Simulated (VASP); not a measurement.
# Zn (P6_3/mmc) in VASP: a series of runs

Runs on Zn. Level: LDA. Tasks: single point, relaxation of cell and atoms.

Program: VASP 6.6.1. These are calculated values, not measurements. Logs are shortened: lines on timing, memory, paths and dates and some standing lists are left out, and cuts for length are marked.

**1. The cell of the first run**

The structure is hexagonal, space group P6_3/mmc (No. 194). Conventional cell: a = 2.614 Å, b = 2.614 Å, c = 4.873 Å, α = 90.00°, β = 90.00°, γ = 120.00°. Within 3.4 Å of Zn (site symmetry -6m2) lie 12 Zn at 2.61 to 2.87 Å.

**2. Single point, LDA**

File INCAR:

```
SYSTEM = Zn
  ALGO = Normal
  EDIFF = 1E-6
  ENCUT = 500
  GGA = CA
  GGA_COMPAT = .False.
  ISIF = 2
  ISMEAR = 0
  LASPH = .True.
  LCHARG = .False.
  LREAL = .False.
  LWAVE = .False.
  NBANDS = 19
  NELM = 120
  PREC = Accurate
  SIGMA = 0.1
```

File KPOINTS:

```
k-points
0
Gamma
  6 6 4
  0 0 0
```

File POSCAR:

```
Zn
1.0
    2.6143598000      0.0000000000      0.0000000000
   -1.3071799000      2.2641020000      0.0000000000
    0.0000000000      0.0000000000      4.8731610200
Zn
2
Direct
    0.3333333300      0.6666666700      0.2500000000
    0.6666666700      0.3333333300      0.7500000000
```

Potentials or basis: VASP PAW LDA potentials, release 64 (Zn).

Started as:

```bash
cat potpaw_LDA.64/Zn/POTCAR > POTCAR
mpirun -np 1 vasp_std > vasp.out
```

OUTCAR:

```text
SYSTEM = Zn
   EDIFF = 1E-6
   ENCUT = 500
   GGA = CA
   ISIF = 2
   ISMEAR = 0
   LASPH = .True.
   LREAL = .False.
   NELM = 120
   PREC = Accurate

 ion  position               nearest neighbor table
   1  0.333  0.667  0.250-   2 2.87   2 2.87   2 2.87   2 2.87   2 2.87   2 2.87
   2  0.667  0.333  0.750-   1 2.87   1 2.87   1 2.87   1 2.87   1 2.87   1 2.87

  LATTYP: Found a hexagonal cell.
 ALAT       =     2.6143598000
 C/A-ratio  =     1.8639978399

  Lattice vectors:

 A1 = (   2.6143598000,   0.0000000000,   0.0000000000)
 A2 = (  -1.3071799000,   2.2641020000,   0.0000000000)
 A3 = (   0.0000000000,   0.0000000000,   4.8731610200)

Analysis of symmetry for initial positions (statically):
=====================================================================
 Subroutine PRICEL returns:
 Original cell was already a primitive cell.

 Routine SETGRP: Setting up the symmetry group for a
 hexagonal supercell.

 Subroutine GETGRP returns: Found 24 space group operations
 (whereof 12 operations were pure point group operations)
 out of a pool of 24 trial point group operations.

The static configuration has the point symmetry D_3d.
 The point group associated with its full space group is D_6h.

Analysis of symmetry for dynamics (positions and initial velocities):
=====================================================================
 Subroutine PRICEL returns:
 Original cell was already a primitive cell.

 Routine SETGRP: Setting up the symmetry group for a
 hexagonal supercell.

 Subroutine GETGRP returns: Found 24 space group operations
 (whereof 12 operations were pure point group operations)
 out of a pool of 24 trial point group operations.

The dynamic configuration has the point symmetry D_3d.
 The point group associated with its full space group is D_6h.

 Subroutine INISYM returns: Found 24 space group operations
 (whereof 12 operations are pure point group operations),
 and found     1 'primitive' translations

----------------------------------------------------------------------------------------

                                     Primitive cell

  volume of cell :      28.8451

  direct lattice vectors                    reciprocal lattice vectors
     2.614359800  0.000000000  0.000000000     0.382502822  0.220838107  0.000000000
[... 76 lines left out ...]
   ISPIN  =      1    spin polarized calculation?
   LNONCOLLINEAR =      F non collinear calculations
   LSORBIT =      F    spin-orbit coupling
   LASPH  =      T    aspherical Exc in radial PAW
   ENCUT  =  500.0 eV  36.75 Ry    6.06 a.u.   4.77  4.77  8.88*2*pi/ulx,y,z
   NELM   =    120;   NELMIN=  2; NELMDL= -5     # of ELM steps
   EDIFF  = 0.1E-05   stopping-criterion for ELM
   LREAL  =      F    real-space projection
   EDIFFG = 0.1E-04   stopping-criterion for IOM
   NSW    =      0    number of steps for IOM
   IBRION =     -1    ionic relax: 0-MD 1-quasi-New 2-CG
   NFREE  =      0    steps in history (QN), initial steepest desc. (CG)
   ISIF   =      2    stress and relaxation
   ISYM   =      2    0-nonsym 1-usesym 2-fastsym
   POTIM  = 0.5000    time-step for ionic-motion
   TEBEG  =    0.0;   TEEND  =   0.0 temperature during run
   PSTRESS=    0.0 pullay stress
   NELECT =      24.0000    total number of electrons
   NUPDOWN=      -1.0000    fix difference up-down
   EMIN   =  10.00;   EMAX   =-10.00  energy-range for DOS
   EFERMI =   0.00;   METHOD = LEGACY
   ISMEAR =     0;   SIGMA  =   0.10  broadening in eV -4-tet -1-fermi 0-gaus
   EFERMI_NEDOS =   21; number of points for ismear=-14 and -15
   IALGO  =     38    algorithm
   IMIX   =      4    mixing-type and parameters
     AMIX     =   0.40;   BMIX     =  1.00
     AMIX_MAG =   1.60;   BMIX_MAG =  1.00
  volume/ion in A,a.u.               =      14.42        97.33
  Fermi-wavevector in a.u.,A,eV,Ry     =   1.539765  2.909735 32.257744  2.370877
  Thomas-Fermi vector in A             =   2.645947
   LORBIT       =      0    0 simple, 1 ext, 2 COOP (PROOUT), +10 PAW based schemes
   GGA     = CA    functional components
   LHFCALC =     F    Hartree Fock is set to
   AEXX    =    0.0000 exact exchange contribution
   IVDW    =     0    specifies the selected vdW correction
   LEPSILON=     F    determine dielectric tensor
   LRPA    =     F    only Hartree local field effects (RPA)
 non-spin polarized calculation
 Gauss-broadening in eV      SIGMA  =   0.10
  energy-cutoff  :      500.00
  volume of cell :       28.85
 maximum number of plane-waves:       750
 NGX is ok and might be reduce to    20
   NGX =  9   NGY =  9   NGZ = 17

 number of electron      24.0000032 magnetization

 Free energy of the ion-electron system (eV)
  ---------------------------------------------------
  ext. energy  EPLUGINS =         0.00000000
  ---------------------------------------------------
  free energy    TOTEN  =        -3.66835162 eV

  energy without entropy =       -3.66275795  energy(sigma->0) =       -3.66555478

 E-fermi :   3.5561     XC(G=0): -12.1679

 val. band max:        3.5084480139   @ k =   0.0000   0.0000   0.2500
 cond. band min:       3.6019425050   @ k =   0.3333   0.0000   0.0000
 fundamental gap:      0.0934944911
 Fermi energy:         3.5560982283

 k-point     1 :       0.0000    0.0000    0.0000
  band No.  band energies     occupation
      1      -7.5638      2.00000
      2      -5.6530      2.00000
      3      -4.8721      2.00000
      4      -4.6235      2.00000
      5      -4.6235      2.00000
      6      -4.5691      2.00000
[... 439 lines left out ...]
      6      -4.5998      2.00000
[... 11 lines left out ...]
     18      15.5916      0.00000
     19      18.3274      0.00000

------------------------ aborting loop because EDIFF is reached ----------------------------------------

  FORCE on cell =-STRESS in cart. coord.  units (eV):
  Direction    XX          YY          ZZ          XY          YZ          ZX
  --------------------------------------------------------------------------------------
  -------------------------------------------------------------------------------------
  Total       -0.8747727     -0.8747727     -0.0578819      0.0000000     -0.0000000      0.0000000
  in kB      -48.5885235    -48.5885235     -3.2150035      0.0000000     -0.0000000      0.0000000
  external PRESSURE =     -33.4640168 kB  Pullay stress =       0.0000000 kB

 VOLUME and BASIS-vectors are now :
 -----------------------------------------------------------------------------
  energy-cutoff  :      500.00
  volume of cell :       28.85
      direct lattice vectors                 reciprocal lattice vectors
     2.614359800  0.000000000  0.000000000     0.382502822  0.220838107  0.000000000
    -1.307179900  2.264102000  0.000000000     0.000000000  0.441676214  0.000000000
     0.000000000  0.000000000  4.873161020     0.000000000  0.000000000  0.205205614

 POSITION                                       TOTAL-FORCE (eV/Angst)
 -----------------------------------------------------------------------------------
     -0.00000      1.50940      1.21829        -0.000000      0.000000      0.000000
      1.30718      0.75470      3.65487         0.000000     -0.000000      0.000000
 -----------------------------------------------------------------------------------
    total drift:                               -0.000001      0.000000      0.000000

  FREE ENERGIE OF THE ION-ELECTRON SYSTEM (eV)
  ---------------------------------------------------
  free  energy   TOTEN  =        -3.6683516202 eV

  energy  without entropy=       -3.6627579491  energy(sigma->0) =       -3.66555478
```

OSZICAR:

```text
N       E                     dE             d eps       ncg     rms          rms(c)
DAV:   1     0.113679635264E+03    0.11368E+03   -0.12195E+04   830   0.200E+03
DAV:   2     0.130664642704E+01   -0.11237E+03   -0.10850E+03   801   0.296E+02
DAV:   3    -0.391986834727E+01   -0.52265E+01   -0.52033E+01   910   0.700E+01
DAV:   4    -0.394919162460E+01   -0.29323E-01   -0.29316E-01   911   0.535E+00
DAV:   5    -0.394923015289E+01   -0.38528E-04   -0.38529E-04   891   0.177E-01    0.455E+00
DAV:   6    -0.369592535507E+01    0.25330E+00   -0.94374E-01   870   0.208E+01    0.334E+00
DAV:   7    -0.367711469568E+01    0.18811E-01   -0.40208E-02  1013   0.351E+00    0.170E+00
DAV:   8    -0.366837999437E+01    0.87347E-02   -0.29200E-03  1096   0.701E-01    0.501E-02
DAV:   9    -0.366834814240E+01    0.31852E-04   -0.24105E-04  1047   0.181E-01    0.298E-02
DAV:  10    -0.366835169074E+01   -0.35483E-05   -0.14712E-05   923   0.315E-02    0.277E-03
DAV:  11    -0.366835162018E+01    0.70560E-07   -0.77735E-07   530   0.139E-02
   1 F= -.36683516E+01 E0= -.36655548E+01  d E =-.559367E-02
```

Run time: 16 s. Hardware: 1 thread of Intel Xeon 8259CL, shared host; peak memory 0.13 GiB.

Results:

| Property | Result |
| --- | --- |
| Free energy | -3.6684 eV |
| Pressure | -3.3 GPa |
| Band gap on the k mesh | zero (band 12 reaches 4.23 eV, above the bottom of band 13 at 0.18 eV) |

Stress tensor (GPa, compression positive):
```
-4.86  0.00  0.00
 0.00 -4.86  0.00
 0.00  0.00 -0.32
```

Caveat: the k points lie up to 0.46 Å⁻¹ apart.

(Continued in part 2 of 2.)
